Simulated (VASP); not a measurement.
# Rh (Fm-3m) in VASP: single point with r2SCAN

Aim: the single point of Rh with r2SCAN.

Everything below comes from runs of VASP 6.6.1. Logs are shortened: lines on timing, memory, paths and dates and some standing lists are left out, and cuts for length are marked.

## (1) The cell of the first run

It takes space group Fm-3m (No. 225, cubic). Conventional cell: a = 3.800 Å, b = 3.800 Å, c = 3.800 Å, α = 90.00°, β = 90.00°, γ = 90.00°. Within 3.5 Å of Rh (site symmetry m-3m) lie 12 Rh at 2.69 Å.

## (2) Single point, r2SCAN

POSCAR

```
Rh
1.0
    0.0000000000      1.8999841593      1.8999841593
    1.8999841593      0.0000000000      1.8999841593
    1.8999841593      1.8999841593      0.0000000000
Rh
1
Direct
    0.0000000000      0.0000000000      0.0000000000
```

INCAR.step1

```
ALGO     = Normal         # electronic algorithm
EDIFF    = 1E-5           # SCF threshold, eV
ENCUT    = 680            # plane-wave cutoff, eV
GGA      = PE             # functional
GGA_COMPAT= False        
ISMEAR   = 0              # smearing method
LASPH    = True           # aspherical terms in the spheres
LCHARG   = False          # write CHGCAR
LREAL    = False          # projectors in reciprocal space
LWAVE    = True           # write WAVECAR
NBANDS   = 14             # bands
NELM     = 120            # most SCF steps
PREC     = Accurate       # precision mode
SIGMA    = 0.1            # smearing width, eV
```

INCAR.step2

```
ALGO     = Normal         # electronic algorithm
EDIFF    = 1E-6           # SCF threshold, eV
ENCUT    = 680            # plane-wave cutoff, eV
GGA_COMPAT= False        
ISIF     = 2              # what is computed and relaxed
ISMEAR   = 0              # smearing method
ISTART   = 1            
LASPH    = True           # aspherical terms in the spheres
LCHARG   = True           # write CHGCAR
LELF     = True           # ELF
LMIXTAU  = True         
LREAL    = False          # projectors in reciprocal space
LVHAR    = True         
LWAVE    = False          # write WAVECAR
METAGGA  = R2SCAN         # meta-GGA
NBANDS   = 14             # bands
NELM     = 120            # most SCF steps
PREC     = Accurate       # precision mode
SIGMA    = 0.1            # smearing width, eV
```

KPOINTS

```
k-points
0
Gamma
  18 18 18
```

Potentials or basis: VASP PAW PBE potentials, release 64 (Rh_sv_GW).

Run with:

```sh
> cat potpaw_PBE.64/Rh_sv_GW/POTCAR > POTCAR
> cp INCAR.step1 INCAR
> mpirun -np 1 vasp_std > vasp.out
> cp INCAR.step2 INCAR
> mpirun -np 1 vasp_std > vasp.out
```

OUTCAR:

```text
EDIFF = 1E-6
   ENCUT = 680
   ISIF = 2
   ISMEAR = 0
   ISTART = 1
   LASPH = True
   LREAL = False
   METAGGA = R2SCAN
   NELM = 120
   PREC = Accurate

 ion  position               nearest neighbor table
   1  0.000  0.000  0.000-

  LATTYP: Found a face centered cubic cell.
 ALAT       =     3.7999683186

  Lattice vectors:

 A1 = (   0.0000000000,   1.8999841593,   1.8999841593)
 A2 = (   1.8999841593,   0.0000000000,   1.8999841593)
 A3 = (   1.8999841593,   1.8999841593,   0.0000000000)

Analysis of symmetry for initial positions (statically):
=====================================================================
 Subroutine PRICEL returns:
 Original cell was already a primitive cell.

 Routine SETGRP: Setting up the symmetry group for a
 face centered cubic supercell.

 Subroutine GETGRP returns: Found 48 space group operations
 (whereof 48 operations were pure point group operations)
 out of a pool of 48 trial point group operations.

The static configuration has the point symmetry O_h .

Analysis of symmetry for dynamics (positions and initial velocities):
=====================================================================
 Subroutine PRICEL returns:
 Original cell was already a primitive cell.

 Routine SETGRP: Setting up the symmetry group for a
 face centered cubic supercell.

 Subroutine GETGRP returns: Found 48 space group operations
 (whereof 48 operations were pure point group operations)
 out of a pool of 48 trial point group operations.

The dynamic configuration has the point symmetry O_h .

 Subroutine INISYM returns: Found 48 space group operations
 (whereof 48 operations are pure point group operations),
 and found     1 'primitive' translations

----------------------------------------------------------------------------------------

                                     Primitive cell

  volume of cell :      13.7177

  direct lattice vectors                    reciprocal lattice vectors
     0.000000000  1.899984159  1.899984159    -0.263160089  0.263160089  0.263160089
     1.899984159  0.000000000  1.899984159     0.263160089 -0.263160089  0.263160089
     1.899984159  1.899984159  0.000000000     0.263160089  0.263160089 -0.263160089

  length of vectors
     2.686983366  2.686983366  2.686983366     0.455806644  0.455806644  0.455806644
[... 77 lines left out ...]
   ENCUT  =  680.0 eV  49.98 Ry    7.07 a.u.   5.71  5.71  5.71*2*pi/ulx,y,z
   NELM   =    120;   NELMIN=  2; NELMDL=  0     # of ELM steps
   EDIFF  = 0.1E-05   stopping-criterion for ELM
   LREAL  =      F    real-space projection
[... 7 lines left out ...]
   TEBEG  =    0.0;   TEEND  =   0.0 temperature during run
   PSTRESS=    0.0 pullay stress
   NELECT =      17.0000    total number of electrons
   NUPDOWN=      -1.0000    fix difference up-down
   EMIN   =  10.00;   EMAX   =-10.00  energy-range for DOS
   EFERMI =   0.00;   METHOD = LEGACY
   ISMEAR =     0;   SIGMA  =   0.10  broadening in eV -4-tet -1-fermi 0-gaus
   EFERMI_NEDOS =   21; number of points for ismear=-14 and -15
   IALGO  =     38    algorithm
   IMIX   =      4    mixing-type and parameters
     AMIX     =   0.40;   BMIX     =  1.00
     AMIX_MAG =   1.60;   BMIX_MAG =  1.00
  volume/ion in A,a.u.               =      13.72        92.57
  Fermi-wavevector in a.u.,A,eV,Ry     =   1.758455  3.322997 42.071426  3.092163
  Thomas-Fermi vector in A             =   2.827610
   LORBIT       =      0    0 simple, 1 ext, 2 COOP (PROOUT), +10 PAW based schemes
   METAGGA = R2SCAN    functional components
   LHFCALC =     F    Hartree Fock is set to
   AEXX    =    0.0000 exact exchange contribution
   IVDW    =     0    specifies the selected vdW correction
   LEPSILON=     F    determine dielectric tensor
   LRPA    =     F    only Hartree local field effects (RPA)
 non-spin polarized calculation
 Gauss-broadening in eV      SIGMA  =   0.10
  energy-cutoff  :      680.00
  volume of cell :       13.72
 maximum number of plane-waves:       568
   NGX = 11   NGY = 11   NGZ = 11

 number of electron      17.0000001 magnetization

 Free energy of the ion-electron system (eV)
  ---------------------------------------------------
  ext. energy  EPLUGINS =         0.00000000
  ---------------------------------------------------
  free energy    TOTEN  =       -23.28881263 eV

  energy without entropy =      -23.28202317  energy(sigma->0) =      -23.28541790

 E-fermi :  10.7281     XC(G=0): -15.2921

 val. band max:       10.7274666614   @ k =   0.5000   0.2222   0.1111
 cond. band min:      10.7408155127   @ k =   0.5000   0.3889   0.0000
 fundamental gap:      0.0133488512
 Fermi energy:        10.7280572907

 k-point     1 :       0.0000    0.0000    0.0000
  band No.  band energies     occupation
      1     -70.4612      2.00000
      2     -37.0855      2.00000
      3     -37.0855      2.00000
      4     -37.0855      2.00000
      5       2.5553      2.00000
      6       7.5445      2.00000
      7       7.5445      2.00000
      8       7.5445      2.00000
      9       9.6456      2.00000
     10       9.6456      2.00000
     11      27.1891      0.00000
     12      32.8497      0.00000
     13      32.8497      0.00000
     14      32.8497      0.00000
[... 377 lines left out ...]
      1     -70.4005      2.00000
      2     -37.4647      2.00000
      3     -37.1628      2.00000
      4     -37.1286      2.00000
      5       4.4372      2.00000
      6       7.2070      2.00000
      7       7.9364      2.00000
      8       7.9889      2.00000
      9       9.4683      2.00000
     10      10.1800      2.00000
     11      26.9010      0.00000
     12      28.9964      0.00000
     13      34.5004      0.00000
     14      36.3518      0.00000

 [... further k-points ...]

------------------------ aborting loop because EDIFF is reached ----------------------------------------

  FORCE on cell =-STRESS in cart. coord.  units (eV):
  Direction    XX          YY          ZZ          XY          YZ          ZX
  --------------------------------------------------------------------------------------
  -------------------------------------------------------------------------------------
  Total        0.0030864      0.0030864      0.0030864     -0.0000000     -0.0000000      0.0000000
  in kB        0.3604822      0.3604822      0.3604822     -0.0000000     -0.0000000      0.0000000
  external PRESSURE =       0.3604822 kB  Pullay stress =       0.0000000 kB

 VOLUME and BASIS-vectors are now :
 -----------------------------------------------------------------------------
  energy-cutoff  :      680.00
  volume of cell :       13.72
      direct lattice vectors                 reciprocal lattice vectors
     0.000000000  1.899984159  1.899984159    -0.263160089  0.263160089  0.263160089
     1.899984159  0.000000000  1.899984159     0.263160089 -0.263160089  0.263160089
     1.899984159  1.899984159  0.000000000     0.263160089  0.263160089 -0.263160089

 POSITION                                       TOTAL-FORCE (eV/Angst)
 -----------------------------------------------------------------------------------
      0.00000      0.00000      0.00000        -0.000000      0.000000     -0.000000
 -----------------------------------------------------------------------------------
    total drift:                                0.000000      0.000000      0.000000

  FREE ENERGIE OF THE ION-ELECTRON SYSTEM (eV)
  ---------------------------------------------------
  free  energy   TOTEN  =       -23.2888126285 eV

  energy  without entropy=      -23.2820231651  energy(sigma->0) =      -23.28541790
```

OUTCAR.step1:

```text
EDIFF = 1E-5
   ENCUT = 680
   GGA = PE
   ISMEAR = 0
   LASPH = True
   LREAL = False
[... 622 lines left out ...]

 POSITION                                       TOTAL-FORCE (eV/Angst)
 -----------------------------------------------------------------------------------
      0.00000      0.00000      0.00000         0.000000      0.000000      0.000000
 -----------------------------------------------------------------------------------
    total drift:                               -0.000000      0.000000     -0.000000

  FREE ENERGIE OF THE ION-ELECTRON SYSTEM (eV)
  ---------------------------------------------------
  free  energy   TOTEN  =        -6.4073493718 eV

  energy  without entropy=       -6.4004939455  energy(sigma->0) =       -6.40392166
```

OSZICAR.step1:

```text
N       E                     dE             d eps       ncg     rms          rms(c)
DAV:   1     0.303272949380E+03    0.30327E+03   -0.11385E+04  5496   0.181E+03
DAV:   2     0.100002600203E+02   -0.29327E+03   -0.26608E+03  5466   0.691E+02
DAV:   3    -0.705991291791E+01   -0.17060E+02   -0.16173E+02  8038   0.167E+02
DAV:   4    -0.745358955815E+01   -0.39368E+00   -0.39332E+00  6100   0.283E+01
DAV:   5    -0.748005535758E+01   -0.26466E-01   -0.26465E-01  9168   0.688E+00    0.573E+01
DAV:   6    -0.644353584238E+01    0.10365E+01   -0.21551E+00  8496   0.340E+01    0.241E+01
DAV:   7    -0.641114016483E+01    0.32396E-01   -0.67222E-02  8892   0.362E+00    0.810E+00
DAV:   8    -0.640736944957E+01    0.37707E-02   -0.12295E-02  6780   0.304E+00    0.212E-01
DAV:   9    -0.640735862154E+01    0.10828E-04   -0.28581E-04  8618   0.366E-01    0.111E-01
DAV:  10    -0.640734937175E+01    0.92498E-05   -0.13234E-05  4584   0.604E-02
   1 F= -.64073494E+01 E0= -.64039217E+01  d E =-.685543E-02
```

It took 2.1 min on 1 thread of Intel Xeon Platinum 8259CL at 2.50GHz (Skylake/Cascade Lake), shared host; peak memory 0.21 GiB.

Results:

* Free energy: -23.2888 eV
* Pressure: 0.0 GPa
* Band gap on the k mesh: zero (an odd number of electrons rules out a gap without spin polarisation)

Caveat: the PAW data sets were made with another functional, which shifts forces and pressure a little.
